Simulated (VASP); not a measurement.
## MgI2: single point with PBE+D3(BJ)

MgI2, a slab with vacuum:

```
I Mg
1.0
     4.13111    0.00000    0.00000
    -2.06555    3.57764    0.00000
     0.00000    0.00000   24.22651
I Mg
4 2
Cartesian
  0.0000 2.3851 4.5000
  2.0656 1.1925 7.8633
  5.2786 1.9876 11.6933
  7.3442 0.7950 15.0565
  0.0000 0.0000 6.1816
  5.2786 -0.3975 13.3749
```

This cell differs from its parent crystal: layers slid over each other.

```
Program             : VASP 6.6.1
Task                : single point
Functional          : PBE
Dispersion          : D3(BJ)
Potentials or basis : VASP PAW PBE potentials, release 64 (I, Mg)
Cutoff              : 520 eV
k mesh              : 9 × 9 × 1
Occupations         : gaussian, width 0.05 eV
Spin                : no spin polarisation
```

| Item | Value |
| --- | --- |
| Largest force | 0.063 eV/Å |
| Band gap on the k mesh | 3.55 eV (least direct gap 3.93 eV) |
| Dispersion energy per atom | -0.266 eV |

Forces on the atoms (eV/Å):
```
I    0.001 -0.001  0.015
I    0.039 -0.031 -0.039
I   -0.039  0.031  0.039
I   -0.001  0.001 -0.015
Mg  -0.003  0.002  0.004
Mg   0.003 -0.002 -0.004
```

Levels at points of the mesh, in eV from the valence-band top:
| k point | band 13 | band 14 | band 15 | band 16 | band 17 | band 18 | band 19 | band 20 |
| --- | --- | --- | --- | --- | --- | --- | --- | --- |
| (0.00, 0.00, 0.00) | -0.03 | -0.02 | -0.01 | 0.00 | 3.93 | 4.37 | 4.90 | 4.95 |

Run time: 4.7 min on 1 thread of Intel(R) Xeon(R) 6975P-C (Granite Rapids) (shared host), peak memory 0.64 GiB.

Caveat: the cell differs from its parent crystal (layers slid over each other); spin-orbit coupling is left out, which moves the levels of the heavy elements.
